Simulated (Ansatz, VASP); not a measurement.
NaAl2Rh3 in VASP and in Ansatz

```
Na Al Rh
1.0
     5.57046    0.00000    0.00000
    -2.78523    4.82416    0.00000
     0.00000    0.00000    3.84063
Na Al Rh
1 2 3
Direct
  0.00000 0.00000 0.00000
  0.33333 0.66667 0.00000
  0.66667 0.33333 0.00000
  0.50000 0.00000 0.50000
  0.00000 0.50000 0.50000
  0.50000 0.50000 0.50000
```

Change from the starting cell: species swapped into the LaCu3Ni2 type (P6/mmm, No. 191).

Alike in both runs: functional PBE; k mesh 12 × 12 × 10; occupations gaussian, width 0.1 eV; no spin polarisation.

Ansatz relaxed the structure, and its values are those at the end. VASP's run is a single point on that final structure, the one shown.

```csv
,VASP,Ansatz
version,VASP 6.6.1,Ansatz 0.2.0
potentials or method,"VASP PAW PBE potentials, release 64 (Na_pv, Al, Rh_pv), cutoff 500 eV","scalar-relativistic, plane waves, PAW"
valence electrons in the cell,58,66
```

|  | VASP | Ansatz | Ansatz less VASP |
| --- | --- | --- | --- |
| gap on the k mesh at the Fermi level (eV) | none | none | - |
| pressure (GPa) | 0.1 | 0.0 | -0.06 |

A gap of «none» marks a metal or a gap that the smearing closes. VASP's potentials hold 58 valence electrons a cell and Ansatz's 66, so a difference there can come from the potentials and not from the codes.
